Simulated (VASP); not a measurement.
Set up this calculation in VASP 6.6.1, as the native input.

| Item | Value |
| --- | --- |
| Task | single point |
| Functional | r2SCAN |
| Potentials or basis | VASP PAW PBE potentials, release 64 (Si, C) |
| Cutoff | 520 eV |
| k mesh | 12 × 12 × 6 |
| Occupations | gaussian, width 0.01 eV |
| Spin | no spin polarisation |
| Dipole correction | no |
| Further INCAR settings | ALGO = Normal; EDIFF = 1e-06; NBANDS = 16 |

SiC:

```
Si C
1.0
     2.91052    0.00000    0.00000
    -1.45526    2.52058    0.00000
     0.00000    0.00000    4.77753
Si C
2 2
Direct
  0.33333 0.66667 0.99970
  0.66667 0.33333 0.49970
  0.33333 0.66667 0.37530
  0.66667 0.33333 0.87530
```

This cell differs from its parent crystal: strain -5.4%.

One way to write it, as run:

POSCAR

```
SiC
1.0
    2.9105171565      0.0000000000      0.0000000000
   -1.4552585783      2.5205817956      0.0000000000
    0.0000000000      0.0000000000      4.7775295131
Si C
2 2
Direct
    0.3333333333      0.6666666667     -0.0002965308
    0.6666666667      0.3333333333      0.4997034692
    0.3333333333      0.6666666667      0.3752965308
    0.6666666667      0.3333333333      0.8752965308
```

INCAR.step1

```
PREC = Accurate ; ENCUT = 520
ISMEAR = 0 ; SIGMA = 0.01
LREAL = False ; LASPH = True
NELM = 100 ; NBANDS = 16
GGA = PE ; ALGO = Normal
EDIFF = 1E-4 ; LWAVE = True
LCHARG = False
```

INCAR.step2

```
PREC = Accurate ; ENCUT = 520
EDIFF = 1E-6 ; ISMEAR = 0
SIGMA = 0.01 ; LREAL = False
LASPH = True ; NELM = 100
ALGO = Normal ; ISIF = 2
LWAVE = False ; LCHARG = False
METAGGA = R2SCAN ; LMIXTAU = True
NBANDS = 16 ; ISTART = 1
```

KPOINTS

```
regular mesh
0
Gamma
  12 12 6
```

Potentials or basis: VASP PAW PBE potentials, release 64 (Si, C).

Launch:

```sh
$ cat potpaw_PBE.64/Si/POTCAR potpaw_PBE.64/C/POTCAR > POTCAR
$ cp INCAR.step1 INCAR
$ mpirun -np 1 vasp_std > vasp.out
$ cp INCAR.step2 INCAR
$ mpirun -np 1 vasp_std > vasp.out
```

Results of the run:

```
Pressure               : 51.2 GPa
Band gap on the k mesh : 2.39 eV, indirect (least direct gap 4.88 eV)
```

Caveat: the cell differs from its parent crystal (strain -5.4%); the PAW data sets were made with another functional, which shifts forces and pressure a little.

It took 110 s on 1 thread of AMD EPYC 9R45 (Zen 5), on a shared host, peak memory 0.14 GiB.
